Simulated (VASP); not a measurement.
# TiB2 (P-1) in VASP: electric field gradients with PBE

Aim: the electric field gradients of TiB2 with PBE.

Everything below comes from runs of VASP 6.6.1. Logs are shortened: lines on timing, memory, paths and dates and some standing lists are left out, and cuts for length are marked.

## Step 1: The cell of the first run

The typed cell holds 3 atoms: a = 3.030 Å, b = 3.069 Å, c = 3.229 Å, α = 90.62°, β = 91.71°, γ = 121.27°.

## Step 2: Electric field gradients, PBE (equal xy, yz and zx shear strains of -3 %)

INCAR

```
SYSTEM = TiB2
ALGO = Normal
EDIFF = 1E-8
ENCUT = 520
GGA = PE
ISIF = 2
ISMEAR = -1
LASPH = .True.
LCHARG = .False.
LEFG = .True.
LREAL = .False.
LWAVE = .False.
NBANDS = 16
NELM = 80
PREC = Accurate
SIGMA = 0.08
```

KPOINTS

```
k-points
0
Gamma
  15 15 13
  0 0 0
```

POSCAR

```
TiB2
1.0
    3.0291982016     -0.0454379730     -0.0454379730
   -1.5539495397      2.6460815822     -0.0166314524
   -0.0484260000     -0.0484260000      3.2284000000
Ti B
1 2
Direct
    0.0000000000      0.0000000000      0.0000000000
    0.3333333333      0.6666666667      0.5000000000
    0.6666666667      0.3333333333      0.5000000000
```

Potentials or basis: VASP PAW PBE potentials, release 64 (Ti_sv, B).

Run with:

```
> cat potpaw_PBE.64/Ti_sv/POTCAR potpaw_PBE.64/B/POTCAR > POTCAR
> mpirun -np 1 vasp_std > vasp.out
```

OUTCAR:

```text
SYSTEM = TiB2
   EDIFF = 1E-8
   ENCUT = 520
   GGA = PE
   ISIF = 2
   ISMEAR = -1
   LASPH = .True.
   LREAL = .False.
   NELM = 80
   PREC = Accurate

 ion  position               nearest neighbor table
   1  0.000  0.000  0.000-   3 2.31   2 2.31   3 2.34   2 2.34   2 2.38   3 2.38   2 2.41   3 2.41
                             2 2.41   3 2.41   3 2.42   2 2.42
   2  0.333  0.667  0.500-   3 1.73   3 1.75   3 1.77   1 2.31   1 2.34   1 2.38   1 2.41   1 2.41
                             1 2.42
   3  0.667  0.333  0.500-   2 1.73   2 1.75   2 1.77   1 2.31   1 2.34   1 2.38   1 2.41   1 2.41
                             1 2.42

  LATTYP: Found a triclinic cell.
 ALAT       =     2.9905782735
 B/A-ratio  =     1.0261151964
 C/A-ratio  =     1.0797665244
 COS(alpha) =     0.0107557748
 COS(beta)  =     0.0411893907
 COS(gamma) =     0.5001661615

  Lattice vectors:

 A1 = (  -1.4752486619,  -2.6006436092,   0.0620694254)
 A2 = (   1.5539495397,  -2.6460815822,   0.0166314524)
 A3 = (  -0.0484260000,  -0.0484260000,   3.2284000000)

Analysis of symmetry for initial positions (statically):
=====================================================================
 Subroutine PRICEL returns:
 Original cell was already a primitive cell.

 Routine SETGRP: Setting up the symmetry group for a
 triclinic supercell.

 Subroutine GETGRP returns: Found  2 space group operations
 (whereof  2 operations were pure point group operations)
 out of a pool of  2 trial point group operations.

The static configuration has the point symmetry S_2 .

Analysis of symmetry for dynamics (positions and initial velocities):
=====================================================================
 Subroutine PRICEL returns:
 Original cell was already a primitive cell.

 Routine SETGRP: Setting up the symmetry group for a
 triclinic supercell.

 Subroutine GETGRP returns: Found  2 space group operations
 (whereof  2 operations were pure point group operations)
 out of a pool of  2 trial point group operations.

The dynamic configuration has the point symmetry S_2 .

 Subroutine INISYM returns: Found  2 space group operations
 (whereof  2 operations are pure point group operations),
 and found     1 'primitive' translations

----------------------------------------------------------------------------------------

                                     Primitive cell

  volume of cell :      25.6376

  direct lattice vectors                    reciprocal lattice vectors
     3.029198202 -0.045437973 -0.045437973     0.333175035  0.195711704  0.007933301
    -1.553949540  2.646081582 -0.016631452     0.005807579  0.381364384  0.005807579
    -0.048426000 -0.048426000  3.228400000     0.004719176  0.004719176  0.309892535

  length of vectors
     3.029879695  3.068677812  3.229126308     0.386486238  0.381452815  0.309964393

  position of ions in fractional coordinates (direct lattice)
     0.000000000  0.000000000  0.000000000
     0.333333333  0.666666667  0.500000000
     0.666666667  0.333333333  0.500000000

  ion indices of the primitive-cell ions
   primitive index   ion index
                 1           1
                 2           2
                 3           3

----------------------------------------------------------------------------------------

 KPOINTS: k-points

Automatic generation of k-mesh.
 Grid dimensions read from file:
 generate k-points for:   15   15   13

 Generating k-lattice:

  Cartesian coordinates                     Fractional coordinates (reciprocal lattice)
     0.022211669  0.013047447  0.000528887     0.066666667 -0.000000000  0.000000000
     0.000387172  0.025424292  0.000387172    -0.000000000  0.066666667  0.000000000
     0.000363014  0.000363014  0.023837887     0.000000000 -0.000000000  0.076923077

  Length of vectors
     0.025765749  0.025430188  0.023843415

  Shift w.r.t. Gamma in fractional coordinates (k-lattice)
     0.000000000  0.000000000  0.000000000

 Subroutine IBZKPT returns following result:
 ===========================================

 Found   1463 irreducible k-points:

 Following reciprocal coordinates:
            Coordinates               Weight
  0.000000  0.000000  0.000000      1.000000
  0.066667  0.000000  0.000000      2.000000
  0.133333  0.000000 -0.000000      2.000000
  0.200000  0.000000  0.000000      2.000000
  0.266667  0.000000 -0.000000      2.000000
  0.333333  0.000000  0.000000      2.000000
[... 16 lines left out ...]
 -0.066667  0.066667 -0.000000      2.000000
  0.000000  0.133333 -0.000000      2.000000
 [... further k-points ...]
   k-points           NKPTS =   1463   k-points in BZ     NKDIM =   1463   number of bands    NBANDS=     16
   number of dos      NEDOS =    301   number of ions     NIONS =      3
   total plane-waves  NPLWV =  13824
   dimension x,y,z NGX =    24 NGY =   24 NGZ =   24
   dimension x,y,z NGXF=    48 NGYF=   48 NGZF=   48
   ions per type =               1   2
   NGX,Y,Z   is equivalent  to a cutoff of  13.17, 13.00, 12.36 a.u.
   NGXF,Y,Z  is equivalent  to a cutoff of  26.34, 26.00, 24.71 a.u.
 SYSTEM =  TiB2
   PREC   = accura    normal or accurate (medium, high low for compatibility)
   ISTART =      0    job   : 0-new  1-cont  2-samecut
   ICHARG =      2    charge: 1-file 2-atom 10-const
   ISPIN  =      1    spin polarized calculation?
   LNONCOLLINEAR =      F non collinear calculations
   LSORBIT =      F    spin-orbit coupling
   LASPH  =      T    aspherical Exc in radial PAW
   ENCUT  =  520.0 eV  38.22 Ry    6.18 a.u.   5.63  5.71  6.00*2*pi/ulx,y,z
   NELM   =     80;   NELMIN=  2; NELMDL= -5     # of ELM steps
   EDIFF  = 0.1E-07   stopping-criterion for ELM
   LREAL  =      F    real-space projection
   EDIFFG = 0.1E-06   stopping-criterion for IOM
   NSW    =      0    number of steps for IOM
   IBRION =     -1    ionic relax: 0-MD 1-quasi-New 2-CG
   NFREE  =      0    steps in history (QN), initial steepest desc. (CG)
   ISIF   =      2    stress and relaxation
   ISYM   =      2    0-nonsym 1-usesym 2-fastsym
   POTIM  = 0.5000    time-step for ionic-motion
   TEBEG  =    0.0;   TEEND  =   0.0 temperature during run
   PSTRESS=    0.0 pullay stress
   NELECT =      18.0000    total number of electrons
   NUPDOWN=      -1.0000    fix difference up-down
   EMIN   =  10.00;   EMAX   =-10.00  energy-range for DOS
   EFERMI =   0.00;   METHOD = LEGACY
   ISMEAR =    -1;   SIGMA  =   0.08  broadening in eV -4-tet -1-fermi 0-gaus
   EFERMI_NEDOS =   21; number of points for ismear=-14 and -15
   IALGO  =     38    algorithm
   IMIX   =      4    mixing-type and parameters
     AMIX     =   0.40;   BMIX     =  1.00
     AMIX_MAG =   1.60;   BMIX_MAG =  1.00
  volume/ion in A,a.u.               =       8.55        57.67
  Fermi-wavevector in a.u.,A,eV,Ry     =   1.455034  2.749616 28.805238  2.117125
  Thomas-Fermi vector in A             =   2.572116
   LORBIT       =      0    0 simple, 1 ext, 2 COOP (PROOUT), +10 PAW based schemes
   GGA     = PE    functional components
   LHFCALC =     F    Hartree Fock is set to
   AEXX    =    0.0000 exact exchange contribution
   IVDW    =     0    specifies the selected vdW correction
   LEPSILON=     F    determine dielectric tensor
   LRPA    =     F    only Hartree local field effects (RPA)
 non-spin polarized calculation
  energy-cutoff  :      520.00
  volume of cell :       25.64
 maximum number of plane-waves:       705
   NGX = 11   NGY = 11   NGZ = 11

 number of electron      18.0000002 magnetization

 Free energy of the ion-electron system (eV)
  ---------------------------------------------------
  ext. energy  EPLUGINS =         0.00000000
  ---------------------------------------------------
  free energy    TOTEN  =       -24.37215959 eV

  energy without entropy =      -24.36412007  energy(sigma->0) =      -24.36813983

 E-fermi :  10.0142     XC(G=0): -12.7701

 val. band max:       10.0119287559   @ k =  -0.1333   0.0667   0.3077
 cond. band min:      10.0156432472   @ k =  -0.0667  -0.0000   0.2308
 fundamental gap:      0.0037144914
 Fermi energy:        10.0142363060

 k-point     1 :       0.0000    0.0000    0.0000
  band No.  band energies     occupation
      1     -46.9437      2.00000
      2     -23.2984      2.00000
      3     -23.0028      2.00000
      4     -22.9578      2.00000
      5      -3.5033      2.00000
      6       7.2463      2.00000
[... 8 lines left out ...]
     15      15.9401      0.00000
     16      17.0847      0.00000

 k-point     2 :       0.0667    0.0000    0.0000
  band No.  band energies     occupation
      1     -46.9412      2.00000
      2     -23.2954      2.00000
      3     -23.0085      2.00000
      4     -22.9755      2.00000
      5      -3.4151      2.00000
      6       7.1874      2.00000
[... 8 lines left out ...]
     15      16.2701      0.00000
     16      17.4143      0.00000

 k-point     3 :       0.1333    0.0000   -0.0000
  band No.  band energies     occupation
      1     -46.9340      2.00000
      2     -23.2868      2.00000
      3     -23.0371      2.00000
      4     -23.0123      2.00000
      5      -3.1541      2.00000
      6       6.5979      2.00000
[... 8 lines left out ...]
     15      17.3802      0.00000
     16      18.2744      0.00000

 k-point     4 :       0.2000    0.0000    0.0000
  band No.  band energies     occupation
      1     -46.9235      2.00000
      2     -23.2744      2.00000
      3     -23.1096      2.00000
      4     -23.0350      2.00000
      5      -2.7299      2.00000
      6       5.6674      2.00000
[... 8 lines left out ...]
     15      17.8004      0.00000
     16      18.8135      0.00000
[... 324 lines left out ...]
 k-point    22 :      -0.1333    0.0667    0.0000
  band No.  band energies     occupation
      1     -46.9369      2.00000
      2     -23.2900      2.00000
      3     -23.0424      2.00000
      4     -22.9823      2.00000
      5      -3.2472      2.00000
      6       6.6664      2.00000
[... 8 lines left out ...]
     15      16.9706      0.00000
     16      17.9003      0.00000

 k-point    23 :      -0.0667    0.0667   -0.0000
  band No.  band energies     occupation
      1     -46.9415      2.00000
      2     -23.2957      2.00000
      3     -23.0193      2.00000
      4     -22.9622      2.00000
      5      -3.4196      2.00000
      6       7.0010      2.00000
[... 8 lines left out ...]
     15      16.4336      0.00000
     16      17.2833      0.00000

 k-point    24 :       0.0000    0.1333   -0.0000
  band No.  band energies     occupation
      1     -46.9347      2.00000
      2     -23.2873      2.00000
      3     -23.0537      2.00000
      4     -22.9913      2.00000
      5      -3.1630      2.00000
      6       6.4672      2.00000
[... 8 lines left out ...]
     15      17.3582      0.00000
     16      18.2073      0.00000

 [... further k-points ...]

------------------------ aborting loop because EDIFF is reached ----------------------------------------

  FORCE on cell =-STRESS in cart. coord.  units (eV):
  Direction    XX          YY          ZZ          XY          YZ          ZX
  --------------------------------------------------------------------------------------
  -------------------------------------------------------------------------------------
  Total        0.2550858      0.2300274      0.1141669      1.4683116      1.2909302      1.2928902
  in kB       15.9411517     14.3751708      7.1346687     91.7596290     80.6744767     80.7969692
  external PRESSURE =      12.4836637 kB  Pullay stress =       0.0000000 kB

 VOLUME and BASIS-vectors are now :
 -----------------------------------------------------------------------------
  energy-cutoff  :      520.00
  volume of cell :       25.64
      direct lattice vectors                 reciprocal lattice vectors
     3.029198202 -0.045437973 -0.045437973     0.333175035  0.195711704  0.007933301
    -1.553949540  2.646081582 -0.016631452     0.005807579  0.381364384  0.005807579
    -0.048426000 -0.048426000  3.228400000     0.004719176  0.004719176  0.309892535

 POSITION                                       TOTAL-FORCE (eV/Angst)
 -----------------------------------------------------------------------------------
      0.00000      0.00000      0.00000         0.000000     -0.000000     -0.000000
     -0.05045      1.72470      1.58797         0.089308      0.012898     -0.011260
      1.47727      0.82752      1.57836        -0.089308     -0.012898      0.011260
 -----------------------------------------------------------------------------------
    total drift:                               -0.000000      0.000000      0.000000

  FREE ENERGIE OF THE ION-ELECTRON SYSTEM (eV)
  ---------------------------------------------------
  free  energy   TOTEN  =       -24.3721595931 eV

  energy  without entropy=      -24.3641200651  energy(sigma->0) =      -24.36813983

 Electric field gradients (V/A^2)
---------------------------------------------------------------------
 ion       V_xx      V_yy      V_zz      V_xy      V_xz      V_yz
---------------------------------------------------------------------
   1      -8.805    -8.790    17.596    -8.537   -15.195   -15.205
   2      -2.343    -2.274     4.616    -1.452    -1.047    -1.049
   3      -2.343    -2.274     4.616    -1.452    -1.047    -1.049
---------------------------------------------------------------------

 Electric field gradients after diagonalization (V/A^2)
 (convention: |V_zz| > |V_xx| > |V_yy|)
----------------------------------------------------------------------
 ion       V_xx      V_yy      V_zz     asymmetry (V_yy - V_xx)/ V_zz
----------------------------------------------------------------------
   1     -27.566    -0.261    27.827       0.981
   2      -4.015    -0.856     4.871       0.649
   3      -4.015    -0.856     4.871       0.649
----------------------------------------------------------------------

           NMR quadrupolar parameters

 Cq : quadrupolar parameter    Cq=e*Q*V_zz/h
 eta: asymmetry parameters     (V_yy - V_xx)/ V_zz
 Q  : nuclear electric quadrupole moment in mb (millibarn)
----------------------------------------------------------------------
 ion       Cq(MHz)       eta       Q (mb)
----------------------------------------------------------------------
   1       0.067       0.981       1.000
   2       0.012       0.649       1.000
   3       0.012       0.649       1.000
----------------------------------------------------------------------
```

It took 6.1 min on 1 thread of Intel Xeon Platinum 8259CL at 2.50GHz (Skylake/Cascade Lake), shared host; peak memory 0.64 GiB.

Results:

```yaml
Free_energy: -24.3722 eV
Pressure: 1.2 GPa
Largest_force: 0.091 eV/Å
Band_gap_on_the_k_mesh: zero (bands 9 and 10 overlap by 0.40 eV)
Largest_electric_field_gradient_by_atom: Ti +27.8; B +4.9 V/Å²
```

Forces in eV/Å, atoms in the order of the input:
```
Ti   0.000  0.000  0.000
B    0.089  0.013 -0.011
B   -0.089 -0.013  0.011
```

Electric field gradients, principal values (V/Å²):
```csv
atom,least,middle,greatest (by size)
1 Ti,-0.261,-27.566,27.827
2 B,-0.856,-4.015,4.871
3 B,-0.856,-4.015,4.871
```

Caveat: the cell differs from its parent crystal (equal xy, yz and zx shear strains of -3 %); without QUAD_EFG the Cq values of the log hold for a quadrupole moment of 1 mb, not for the nuclei.
